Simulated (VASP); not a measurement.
**Nb4O3: single point with PBE**

Crystal: Nb4O3.

```
Nb O
1.0
     4.40320    0.00000    0.00000
     0.00000    4.40320    0.00000
     0.00000    0.00000    4.40320
Nb O
4 3
Direct
  0.50000 0.50000 0.50000
  0.50000 0.00000 0.00000
  0.00000 0.50000 0.00000
  0.00000 0.00000 0.50000
  0.50000 0.50000 0.00000
  0.00000 0.50000 0.50000
  0.50000 0.00000 0.50000
```

```json
{
 "Program": "VASP 6.6.1",
 "Task": "single point",
 "Functional": "PBE",
 "Potentials or basis": "VASP PAW PBE potentials, release 64 (Nb_sv, O)",
 "Cutoff": "520 eV",
 "k mesh": "4 × 4 × 4",
 "Occupations": "gaussian, width 0.1 eV",
 "Spin": "no spin polarisation"
}
```

| Quantity | Value |
| --- | --- |
| Pressure | -0.3 GPa |
| Band gap on the k mesh | zero (band 35 reaches 13.65 eV, above the bottom of band 36 at 12.92 eV) |

Levels at points of the mesh, in eV from the Fermi level:
| k point | band 33 | band 34 | band 35 | band 36 | band 37 | band 38 |
| --- | --- | --- | --- | --- | --- | --- |
| (0.00, 0.00, 0.00) | -1.57 | -1.57 | -1.57 | 0.16 | 0.16 | 0.69 |
| (0.50, 0.00, 0.00) | -1.75 | -0.73 | -0.73 | 0.07 | 0.41 | 0.41 |
| (0.50, 0.50, 0.00) | -0.66 | -0.66 | -0.57 | 0.33 | 0.65 | 0.65 |
| (0.50, 0.50, 0.50) | 0.54 | 0.70 | 0.70 | 0.70 | 1.33 | 1.33 |

Wall time 26 s on 1 thread of Intel(R) Xeon(R) 6975P-C (Granite Rapids), with other jobs on the host, peak memory 0.2 GiB.
